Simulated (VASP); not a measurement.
Runs of VASP 6.6.1 on Hf. The structure is that of space group P6_3/mmc (No. 194), or close to it. The cells are those of the table. 

```csv
task,cell,cutoff (eV),smearing,gap on the mesh (eV),pressure (GPa),relaxed volume (Å³/atom)
relaxation of cell and atoms,"relaxed from a = 3.204, b = 3.204, c = 5.071 Å, angles 90.0, 90.0, 120.0°, 2 atoms",600,fermi-dirac 0.15 eV,none,0.0,22.48
single point,"a = 3.203, b = 3.203, c = 5.082 Å, angles 90.0, 90.0, 120.0°, 2 atoms",520,fermi-dirac 0.15 eV,none,-0.4,-
relaxation of cell and atoms,"relaxed from a = 3.192, b = 3.192, c = 5.045 Å, angles 90.0, 90.0, 120.0°, 2 atoms",600,gaussian 0.1 eV,none,0.0,(a)
single point,"a = 3.204, b = 3.204, c = 5.071 Å, angles 90.0, 90.0, 120.0°, 2 atoms",520,gaussian 0.1 eV,none,-0.4,-
```

Alike in all rows: level PBE; potentials or basis VASP PAW PBE potentials, release 64 (Hf_pv); no spin polarisation; k mesh 12 × 12 × 8.

Fill in the values left out.

(a) 22.45.

Caveats: spin-orbit coupling is left out, which moves the levels of the heavy elements.

A k mesh can miss the band edges, and the runs leave out spin-orbit coupling on Hf.

A gap of «none» marks levels without a gap at the run's occupations.
